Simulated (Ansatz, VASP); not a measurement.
**One calculation of AlB2As3, two programs**

File INCAR:

```
  ALGO = Normal
  EDIFF = 1E-7
  EDIFFG = -0.04
  ENCUT = 600
  GGA = PE
  IBRION = 2
  ISIF = 3
  ISMEAR = 0
  LASPH = True
  LCHARG = False
  LREAL = False
  LWAVE = False
  NELM = 80
  NSW = 90
  PREC = Accurate
  SIGMA = 0.1
```

The input KPOINTS:

```
k-points
0
Gamma
  6 6 1
```

File POSCAR:

```
AlB2As3
1.0
    3.6364835000      0.0000000000      0.0000000000
   -1.8182417500      3.1492870900      0.0000000000
    0.0000000000      0.0000000000     17.9293284500
Al B As
2 4 6
Direct
    0.3333333300      0.6666666700      0.0002276700
    0.6666666700      0.3333333300      0.5002276700
    0.3333333300      0.6666666700      0.3335610000
    0.3333333300      0.6666666700      0.6668943300
    0.6666666700      0.3333333300      0.1668943300
    0.6666666700      0.3333333300      0.8335610000
    0.3333333300      0.6666666700      0.1251056700
    0.3333333300      0.6666666700      0.4584390000
    0.3333333300      0.6666666700      0.7917723400
    0.6666666700      0.3333333300      0.2917723400
    0.6666666700      0.3333333300      0.6251056700
    0.6666666700      0.3333333300      0.9584390000
```

Input for Ansatz:

```yaml
crystal:
  lattice:
    - [3.6364835, 0.0, 0.0]
    - [-1.81824175, 3.14928709, 0.0]
    - [0.0, 0.0, 17.92932845]
  atoms:
    - { symbol: Al, position: [0.33333333, 0.66666667, 0.00022767] }
    - { symbol: Al, position: [0.66666667, 0.33333333, 0.50022767] }
    - { symbol: B, position: [0.33333333, 0.66666667, 0.333561] }
    - { symbol: B, position: [0.33333333, 0.66666667, 0.66689433] }
    - { symbol: B, position: [0.66666667, 0.33333333, 0.16689433] }
    - { symbol: B, position: [0.66666667, 0.33333333, 0.833561] }
    - { symbol: As, position: [0.33333333, 0.66666667, 0.12510567] }
    - { symbol: As, position: [0.33333333, 0.66666667, 0.458439] }
    - { symbol: As, position: [0.33333333, 0.66666667, 0.79177234] }
    - { symbol: As, position: [0.66666667, 0.33333333, 0.29177234] }
    - { symbol: As, position: [0.66666667, 0.33333333, 0.62510567] }
    - { symbol: As, position: [0.66666667, 0.33333333, 0.958439] }
basis:
  ecutwfc: 420
kpoints:
  mp_grid: { grid: [6, 6, 1] }
hamiltonian:
  xc: pbe
scf:
  occupations: { method: gaussian, width: 0.1 }
  lower_state_search: "off"
output:
  forces: true
  stress: true
  eigenvalues: true
relax:
  adjacent_minimum: "off"
  f_tol: 0.04
  max_steps: 70
  cell: { stress_tol: 0.4 }
```

Alike in both runs: task relaxation of cell and atoms; functional PBE; k mesh 6 × 6 × 1; occupations gaussian, width 0.1 eV; no spin polarisation.

```csv
,VASP,Ansatz
version,VASP 6.6.1,Ansatz 0.2.0
potentials or method,"VASP PAW PBE potentials, release 64 (Al, B, As), cutoff 600 eV","scalar-relativistic, plane waves, PAW"
valence electrons in the cell,48,108
```

Ansatz gave:

```
gap on the k mesh at the Fermi level, each at its own relaxed structure (eV) : 0.17
relaxed volume (Å³/atom)                                                     : 16.88
relaxed cell length with the largest relative difference (Å)                 : 18.234
```

Q: Which values does VASP return?

A: gap on the k mesh at the Fermi level, each at its own relaxed structure (eV): 0.15; relaxed volume (Å³/atom): 16.93; relaxed cell length with the largest relative difference (Å): 18.269.

VASP's potentials hold 48 valence electrons a cell and Ansatz's 108, so a difference there can come from the potentials and not from the codes.
